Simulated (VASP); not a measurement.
# Ti in VASP: notebook

The runs below take Ti through single point, with PBE+D3(BJ).

Program: VASP 6.6.1. These are calculated values, not measurements. Logs are shortened: lines on timing, memory, paths and dates and some standing lists are left out, and cuts for length are marked.

### Step 1. The cell of the first run

The cell holds a slab with vacuum, 16 atoms: a = 5.773 Å, b = 5.773 Å, c = 25.475 Å, α = 90.00°, β = 90.00°, γ = 120.00°.

### Step 2. Single point, PBE+D3(BJ)

Contents of INCAR:

```
SYSTEM = Ti
PREC     = Accurate       ! precision mode
ENCUT    = 520            ! plane-wave cutoff, eV
EDIFF    = 1E-6           ! SCF threshold, eV
ISMEAR   = 0              ! smearing method
SIGMA    = 0.1            ! smearing width, eV
LREAL    = Auto         
LASPH    = .TRUE.         ! aspherical terms in the spheres
NELM     = 60             ! most SCF steps
ALGO     = Normal         ! electronic algorithm
ISIF     = 2              ! what is computed and relaxed
LWAVE    = .FALSE.        ! write WAVECAR
LCHARG   = .FALSE.        ! write CHGCAR
LDIPOL   = .TRUE.       
IDIPOL   = 3            
DIPOL    = 0.5 0.5 0.449
GGA      = PE             ! functional
IVDW     = 12             ! dispersion correction
NBANDS   = 110            ! bands
```

Contents of KPOINTS:

```
regular mesh
0
G
  4 4 1
  0 0 0
```

Contents of POSCAR:

```
Ti
1.0
    5.7729299511      0.0000000000      0.0000000000
   -2.8864649755      4.9995039919      0.0000000000
    0.0000000000      0.0000000000     25.4749747967
Ti
16
Direct
    0.3333333333      0.1666666667      0.3140336767
    0.3333333333      0.6666666667      0.3140336767
    0.8333333333      0.1666666667      0.3140336767
    0.8333333333      0.6666666667      0.3140336767
    0.1666666667      0.3333333333      0.4038096697
    0.1666666667      0.8333333333      0.4038096697
    0.6666666667      0.3333333333      0.4038096697
    0.6666666667      0.8333333333      0.4038096697
    0.3325657765      0.1636962481      0.4968231655
    0.3307459860      0.6613227420      0.4966611036
    0.8313234858      0.1636551979      0.4968223457
    0.8380566842      0.6759327599      0.4974499495
    0.1650321034      0.3297295502      0.5831702951
    0.1755860044      0.8310599624      0.5844135692
    0.6709536413      0.3415252266      0.5795779339
    0.6557471300      0.8309961811      0.5844239302
```

Potentials or basis: VASP PAW PBE potentials, release 64 (Ti_sv).

On the command line:

```console
$ cat potpaw_PBE.64/Ti_sv/POTCAR > POTCAR
$ mpirun -np 1 vasp_std > vasp.out
```

OUTCAR:

```text
SYSTEM = Ti
   PREC = Accurate
   ENCUT = 520
   EDIFF = 1E-6
   ISMEAR = 0
   LREAL = Auto
   LASPH = .TRUE.
   NELM = 60
   ISIF = 2
   GGA = PE
   IVDW = 12
 IVDW          = 12

 ion  position               nearest neighbor table
   1  0.333  0.167  0.314-   5 2.83   6 2.83   7 2.83   2 2.89   2 2.89   3 2.89   3 2.89   4 2.89
                             4 2.89
   2  0.333  0.667  0.314-   6 2.83   5 2.83   8 2.83   1 2.89   1 2.89   4 2.89   4 2.89   3 2.89
                             3 2.89
   3  0.833  0.167  0.314-   7 2.83   8 2.83   5 2.83   4 2.89   4 2.89   1 2.89   1 2.89   2 2.89
                             2 2.89
   4  0.833  0.667  0.314-   8 2.83   7 2.83   6 2.83   3 2.89   3 2.89   2 2.89   2 2.89   1 2.89
                             1 2.89
   5  0.167  0.333  0.404-   1 2.83   2 2.83   3 2.83  10 2.88   6 2.89   6 2.89   7 2.89   7 2.89
                             8 2.89   8 2.89  11 2.90   9 2.90
   6  0.167  0.833  0.404-   2 2.83   1 2.83   4 2.83   5 2.89   5 2.89   8 2.89   8 2.89   7 2.89
                             7 2.89   9 2.89  12 2.90  10 2.90
   7  0.667  0.333  0.404-   3 2.83   4 2.83   1 2.83   8 2.89   8 2.89   5 2.89   5 2.89   6 2.89
                             6 2.89   9 2.90  11 2.90
   8  0.667  0.833  0.404-   4 2.83   3 2.83   2 2.83   7 2.89   7 2.89   6 2.89   6 2.89   5 2.89
                             5 2.89  11 2.89  12 2.90  10 2.90
   9  0.333  0.164  0.497-  15 2.70  13 2.76  14 2.78  12 2.84  10 2.88  11 2.88   6 2.89  11 2.89
[... 11 lines left out ...]
  15  0.671  0.342  0.580-  12 2.68  11 2.70   9 2.70  16 2.87  14 2.87  13 2.89  13 2.89  14 2.91
                            16 2.91
  16  0.656  0.831  0.584-  10 2.76  14 2.77  11 2.78  12 2.79  13 2.86  15 2.87  15 2.91  13 2.91

  LATTYP: Found a hexagonal cell.
 ALAT       =     5.7729299511
 C/A-ratio  =     4.4128328271

  Lattice vectors:

 A1 = (   5.7729299511,   0.0000000000,   0.0000000000)
 A2 = (  -2.8864649755,   4.9995039919,   0.0000000000)
 A3 = (   0.0000000000,   0.0000000000,  25.4749747967)

Analysis of symmetry for initial positions (statically):
=====================================================================
 Subroutine PRICEL returns:
 Original cell was already a primitive cell.

 Routine SETGRP: Setting up the symmetry group for a
 hexagonal supercell.

 Subroutine GETGRP returns: Found  1 space group operations
 (whereof  1 operations were pure point group operations)
 out of a pool of 24 trial point group operations.

The static configuration has the point symmetry C_1 .

Analysis of symmetry for dynamics (positions and initial velocities):
=====================================================================
 Subroutine PRICEL returns:
 Original cell was already a primitive cell.

 Routine SETGRP: Setting up the symmetry group for a
 hexagonal supercell.

 Subroutine GETGRP returns: Found  1 space group operations
 (whereof  1 operations were pure point group operations)
 out of a pool of 24 trial point group operations.
[... 137 lines left out ...]
  Thomas-Fermi vector in A             =   2.181233
   LORBIT       =      0    0 simple, 1 ext, 2 COOP (PROOUT), +10 PAW based schemes
   GGA     = PE    functional components
   LHFCALC =     F    Hartree Fock is set to
   AEXX    =    0.0000 exact exchange contribution
   IVDW    =    12    specifies the selected vdW correction
   LEPSILON=     F    determine dielectric tensor
   LRPA    =     F    only Hartree local field effects (RPA)
 non-spin polarized calculation
 Gauss-broadening in eV      SIGMA  =   0.10
  energy-cutoff  :      520.00
  volume of cell :      735.25
 maximum number of plane-waves:     19799
 NGX is ok and might be reduce to    48
   NGX = 21   NGY = 21   NGZ = 95

 dipolmoment           0.000000      0.000000      0.003849 electrons x Angstroem

 number of electron     191.9999995 magnetization

 dipolmoment           0.000000      0.000000     -0.010428 electrons x Angstroem

 Free energy of the ion-electron system (eV)
  ---------------------------------------------------
  ext. energy  EPLUGINS =         0.00000000
  ---------------------------------------------------
  free energy    TOTEN  =      -118.03373831 eV

  energy without entropy =     -117.89163508  energy(sigma->0) =     -117.96268670

 E-fermi :   0.4473     XC(G=0):  -5.0717

 val. band max:        0.4456608000   @ k =   0.5000  -0.0000   0.0000
 cond. band min:       0.4503989385   @ k =  -0.2500   0.2500   0.0000
 fundamental gap:      0.0047381385
 Fermi energy:         0.4473422746

 k-point     1 :       0.0000    0.0000    0.0000
  band No.  band energies     occupation
      1     -56.4412      2.00000
      2     -56.4157      2.00000
      3     -56.3505      2.00000
      4     -56.3453      2.00000
      5     -56.3444      2.00000
      6     -56.3299      2.00000
[... 1099 lines left out ...]
    107       0.9090      0.00000
    108       0.9954      0.00000
 [bands above 108 left out]

------------------------ aborting loop because EDIFF is reached ----------------------------------------

 vacuum level on the upper side and lower side of the slab       (xc-potential included)        -0.221        -0.152

 Edisp (eV)   -7.46427

 E8    (eV) :    -3.6678

  FORCE on cell =-STRESS in cart. coord.  units (eV):
  Direction    XX          YY          ZZ          XY          YZ          ZX
  --------------------------------------------------------------------------------------
  -------------------------------------------------------------------------------------
  Total      -4.60611    -4.62180    -5.38044     0.00176    -0.00890    -0.00817
  in kB     -10.03710   -10.07129   -11.72443     0.00383    -0.01940    -0.01779
  external pressure =      -10.61 kB  Pullay stress =        0.00 kB

 VOLUME and BASIS-vectors are now :
 -----------------------------------------------------------------------------
  energy-cutoff  :      520.00
  volume of cell :      735.25
      direct lattice vectors                 reciprocal lattice vectors
     5.772929951  0.000000000  0.000000000     0.173222265  0.100009921  0.000000000
    -2.886464976  4.999503992  0.000000000     0.000000000  0.200019842  0.000000000
     0.000000000  0.000000000 25.474974797     0.000000000  0.000000000  0.039254210

 POSITION                                       TOTAL-FORCE (eV/Angst)
 -----------------------------------------------------------------------------------
      1.44323      0.83325      8.00000        -0.013147     -0.002211      0.513240
     -0.00000      3.33300      8.00000        -0.000442     -0.002842      0.485793
      4.32970      0.83325      8.00000         0.012348     -0.002114      0.513247
      2.88646      3.33300      8.00000        -0.000297      0.003507      0.521631
      0.00000      1.66650     10.28704        -0.000245     -0.055677     -0.516327
     -1.44323      4.16625     10.28704         0.018192     -0.002605     -0.475652
[... 8 lines left out ...]
      2.88757      1.70746     14.76473         0.000131     -0.115440      0.330086
      1.38694      4.15457     14.88818         0.213057      0.072777     -0.219467
 -----------------------------------------------------------------------------------
    total drift:                                0.007869      0.004469      0.080597

  FREE ENERGIE OF THE ION-ELECTRON SYSTEM (eV)
  ---------------------------------------------------
  free  energy   TOTEN  =      -125.4980108343 eV

  energy  without entropy=     -125.3559076001  energy(sigma->0) =     -125.42695922

 vacuum level on the upper side and lower side of the slab         4.730         4.801
```

Run time: 60 min. Hardware: 1 thread of AMD EPYC 9R45 (Zen 5), shared host; peak memory 1.1 GiB.

What came out:

* Free energy: -125.4980 eV
* Largest force: 0.522 eV/Å
* Band gap on the k mesh: zero (bands 96 and 97 overlap by 0.66 eV)
* Dispersion energy per atom: -0.467 eV

Forces on the atoms (eV/Å):
```
Ti  -0.013 -0.002  0.513
Ti   0.000 -0.003  0.486
Ti   0.012 -0.002  0.513
Ti   0.000  0.004  0.522
Ti   0.000 -0.056 -0.516
Ti   0.018 -0.003 -0.476
Ti   0.000  0.062 -0.491
Ti  -0.019 -0.003 -0.476
Ti  -0.052 -0.015  0.012
Ti   0.000  0.011  0.168
Ti   0.050 -0.015  0.013
Ti   0.000  0.030 -0.005
Ti   0.001 -0.039 -0.154
Ti  -0.210  0.073 -0.220
Ti   0.000 -0.115  0.330
Ti   0.213  0.073 -0.219
```

Levels at points of the mesh, in eV from the Fermi level:
```tsv
k point	band 96	band 97	band 98	band 99	band 100	band 101
(0.00, 0.00, 0.00)	0.49	0.54	0.56	0.56	0.70	0.72
(0.50, 0.00, 0.00)	-0.27	-0.16	-0.12	0.00	0.06	0.16
(0.00, 0.50, 0.00)	-0.29	-0.17	-0.11	0.00	0.05	0.16
(0.50, 0.50, 0.00)	-0.27	-0.16	-0.12	0.00	0.06	0.16
```

### Step 3. Single point, PBE+D3(BJ)

This run uses another cell than the first one.

INCAR: that of step 2 with these lines changed.

```diff
@@ -12,8 +12,11 @@
 LWAVE    = .FALSE.        ! write WAVECAR
-LCHARG   = .FALSE.        ! write CHGCAR
+LCHARG   = .TRUE.         ! write CHGCAR
 LDIPOL   = .TRUE.       
 IDIPOL   = 3            
-DIPOL    = 0.5 0.5 0.449
+DIPOL    = 0.5 0.5 0.461
 GGA      = PE             ! functional
 IVDW     = 12             ! dispersion correction
+LELF     = .TRUE.         ! ELF
+LVHAR    = .TRUE.       
+LVACPOTAV= .TRUE.       
 NBANDS   = 110            ! bands
```

KPOINTS is that of step 2.

Contents of POSCAR:

```
Ti
1.0
    5.7729299510      0.0000000000      0.0000000000
   -2.8864649755      4.9995039918      0.0000000000
    0.0000000000      0.0000000000     24.8611234733
Ti
16
Direct
    0.3333333333      0.1666666667      0.3217875495
    0.3333333333      0.6666666667      0.3217875495
    0.8333333333      0.1666666667      0.3217875495
    0.8333333333      0.6666666667      0.3217875495
    0.1666666667      0.3333333333      0.4137802207
    0.1666666667      0.8333333333      0.4137802207
    0.6666666667      0.3333333333      0.4137802207
    0.6666666667      0.8333333333      0.4137802207
    0.3327855042      0.1663927521      0.5094953332
    0.3333333333      0.6666666667      0.5088708657
    0.8336072479      0.1663927521      0.5094953332
    0.8336072479      0.6672144958      0.5094953332
    0.1660851471      0.3321702943      0.5978006336
    0.1660851471      0.8339148529      0.5978006336
    0.6666666667      0.3333333333      0.5958203728
    0.6678297057      0.8339148529      0.5978006336
```

Potentials or basis: VASP PAW PBE potentials, release 64 (Ti_sv).

On the command line:

```console
$ cat potpaw_PBE.64/Ti_sv/POTCAR > POTCAR
$ mpirun -np 1 vasp_std > vasp.out
```

OUTCAR:

```text
SYSTEM = Ti
   PREC = Accurate
   ENCUT = 520
   EDIFF = 1E-6
   ISMEAR = 0
   LREAL = Auto
   LASPH = .TRUE.
   NELM = 60
   ISIF = 2
   GGA = PE
   IVDW = 12
 IVDW          = 12

 ion  position               nearest neighbor table
   1  0.333  0.167  0.322-   5 2.83   6 2.83   7 2.83   4 2.89   2 2.89   2 2.89   4 2.89   3 2.89
                             3 2.89
   2  0.333  0.667  0.322-   6 2.83   5 2.83   8 2.83   3 2.89   1 2.89   1 2.89   3 2.89   4 2.89
                             4 2.89
   3  0.833  0.167  0.322-   7 2.83   8 2.83   5 2.83   4 2.89   2 2.89   4 2.89   2 2.89   1 2.89
                             1 2.89
   4  0.833  0.667  0.322-   8 2.83   7 2.83   6 2.83   3 2.89   1 2.89   3 2.89   1 2.89   2 2.89
                             2 2.89
[... 685 lines left out ...]
  external pressure =      -11.29 kB  Pullay stress =        0.00 kB

 VOLUME and BASIS-vectors are now :
 -----------------------------------------------------------------------------
  energy-cutoff  :      520.00
  volume of cell :      717.54
      direct lattice vectors                 reciprocal lattice vectors
     5.772929951  0.000000000  0.000000000     0.173222265  0.100009921  0.000000000
    -2.886464976  4.999503992  0.000000000     0.000000000  0.200019842  0.000000000
     0.000000000  0.000000000 24.861123473     0.000000000  0.000000000  0.040223444

 POSITION                                       TOTAL-FORCE (eV/Angst)
 -----------------------------------------------------------------------------------
      1.44323      0.83325      8.00000         0.003065      0.001770      0.512232
     -0.00000      3.33300      8.00000        -0.000000     -0.000000      0.497121
      4.32970      0.83325      8.00000        -0.003065      0.001770      0.512232
      2.88646      3.33300      8.00000        -0.000000     -0.003540      0.512232
      0.00000      1.66650     10.28704        -0.000000      0.000292     -0.488614
     -1.44323      4.16625     10.28704         0.000253     -0.000146     -0.488614
[... 8 lines left out ...]
      2.88646      1.66650     14.81276        -0.000000     -0.000000      0.118237
      1.44827      4.16916     14.86200        -0.022200     -0.012817     -0.139246
 -----------------------------------------------------------------------------------
    total drift:                                0.000002     -0.000001      0.133171

  FREE ENERGIE OF THE ION-ELECTRON SYSTEM (eV)
  ---------------------------------------------------
  free  energy   TOTEN  =      -125.5295635486 eV

  energy  without entropy=     -125.3899736051  energy(sigma->0) =     -125.45976858

 vacuum level on the upper side and lower side of the slab         5.048         5.097
```

stdout:

```text
POSCAR found type information on POSCAR Ti
 POSCAR found :  1 types and      16 ions
 scaLAPACK will be used
 LDA part: xc-table for (Slater+PW92), standard interpolation
 POSCAR, INCAR and KPOINTS ok, starting setup
 FFT: planning ... GRIDC
 FFT: planning ... GRID_SOFT
 FFT: planning ... GRID
 WAVECAR not read
 entering main loop
 -----------------------------------------------------------------------------
|                                                                             |
|           W    W    AA    RRRRR   N    N  II  N    N   GGGG   !!!           |
|           W    W   A  A   R    R  NN   N  II  NN   N  G    G  !!!           |
|           W    W  A    A  R    R  N N  N  II  N N  N  G       !!!           |
|           W WW W  AAAAAA  RRRRR   N  N N  II  N  N N  G  GGG   !            |
|           WW  WW  A    A  R   R   N   NN  II  N   NN  G    G                |
|           W    W  A    A  R    R  N    N  II  N    N   GGGG   !!!           |
|                                                                             |
|     Did not find any points to average over, which means that no vacuum     |
|     field-free region was found. Please increase the size of  your cell     |
|     in the dimension of the dipole correction to obtain accurate            |
|     workfunction values.                                                    |
|                                                                             |
 -----------------------------------------------------------------------------
```

Wall time 37 min (1 thread of Intel Xeon Platinum 8259CL at 2.50GHz (Skylake/Cascade Lake), shared host); peak memory 0.9 GiB.

Results:

```
Free energy                : -125.5296 eV
Largest force              : 0.512 eV/Å
Band gap on the k mesh     : zero (bands 96 and 97 overlap by 0.65 eV)
Dispersion energy per atom : -0.466 eV
```

Forces on the atoms (eV/Å):
```
Ti   0.003  0.002  0.512
Ti   0.000  0.000  0.497
Ti  -0.003  0.002  0.512
Ti   0.000 -0.004  0.512
Ti   0.000  0.000 -0.489
Ti   0.000  0.000 -0.489
Ti   0.000  0.000 -0.485
Ti   0.000  0.000 -0.489
Ti  -0.038 -0.022 -0.011
Ti   0.000  0.000  0.250
Ti   0.038 -0.022 -0.011
Ti   0.000  0.044 -0.011
Ti   0.000  0.026 -0.139
Ti   0.022 -0.013 -0.139
Ti   0.000  0.000  0.118
Ti  -0.022 -0.013 -0.139
```

Levels at points of the mesh, in eV from the Fermi level:
```tsv
k point	band 91	band 92	band 93	band 94	band 95	band 96	band 97	band 98
(0.00, 0.00, 0.00)	-0.04	0.08	0.08	0.08	0.46	0.49	0.56	0.56
(0.50, 0.00, 0.00)	-0.54	-0.53	-0.35	-0.31	-0.29	-0.29	-0.15	-0.14
```
